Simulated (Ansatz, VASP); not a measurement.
## Ge: VASP beside Ansatz

INCAR

```
ALGO     = Normal         # electronic algorithm
DIPOL    = 0.5 0.5 0.500
EDIFF    = 1E-6           # SCF threshold, eV
ENCUT    = 520            # plane-wave cutoff, eV
GGA      = PE             # functional
IDIPOL   = 3            
ISIF     = 2              # what is computed and relaxed
ISMEAR   = 0              # smearing method
LASPH    = T              # aspherical terms in the spheres
LCHARG   = F              # write CHGCAR
LDIPOL   = T            
LREAL    = F              # projectors in reciprocal space
LWAVE    = F              # write WAVECAR
NBANDS   = 21             # bands
NELM     = 100            # most SCF steps
PREC     = Accurate       # precision mode
SIGMA    = 0.1            # smearing width, eV
```

The input KPOINTS:

```
k-points
0
Gamma
  12 12 1
```

The input POSCAR:

```
Ge
1.0
    3.9210000000      0.0000000000      0.0000000000
   -1.9605000000      3.3956856082      0.0000000000
    0.0000000000      0.0000000000     28.0000000000
Ge
2
Direct
    0.3333333333      0.6666666667      0.5129821429
    0.6666666667      0.3333333333      0.4870178571
```

Input for Ansatz:

```yaml
crystal:
  lattice:
    - [3.921, 0.0, 0.0]
    - [-1.9605, 3.3956856082, 0.0]
    - [0.0, 0.0, 28.0]
  atoms:
    - { symbol: Ge, position: [0.3333333333, 0.6666666667, 0.5129821429] }
    - { symbol: Ge, position: [0.6666666667, 0.3333333333, 0.4870178571] }
  periodic: [true, true, false]
basis:
  ecutwfc: 420
kpoints:
  mp_grid: { grid: [12, 12, 1] }
hamiltonian:
  xc: pbe
  pseudopotentials: { kind: paw, azcp: { folder: soft_1 } }
scf:
  occupations: { method: gaussian, width: 0.1 }
output:
  forces: true
  stress: true
  eigenvalues: true
  write_density: true
  write_potential: true
  elf: true
  volumetric_format: npy
```

Alike in both runs: task single point; functional PBE; k mesh 12 × 12 × 1; occupations gaussian, width 0.1 eV; no spin polarisation.

```csv
,VASP,Ansatz
version,VASP 6.6.1,Ansatz 0.2.0
potentials or method,"VASP PAW PBE potentials, release 64 (Ge_d), cutoff 520 eV","scalar-relativistic, plane waves, PAW"
valence electrons in the cell,28,28
```

|  | VASP | Ansatz | Ansatz less VASP |
| --- | --- | --- | --- |
| gap on the k mesh at the Fermi level (eV) | none | none | - |
| rms of the force components (eV/Å) | 0.003 | 0.004 | +0.0003 |

Atom by atom the forces differ by 0.000 eV/Å (rms over components). A gap of «none» marks a metal or a gap that the smearing closes. Ansatz's warnings: xc potential rough in thin density.
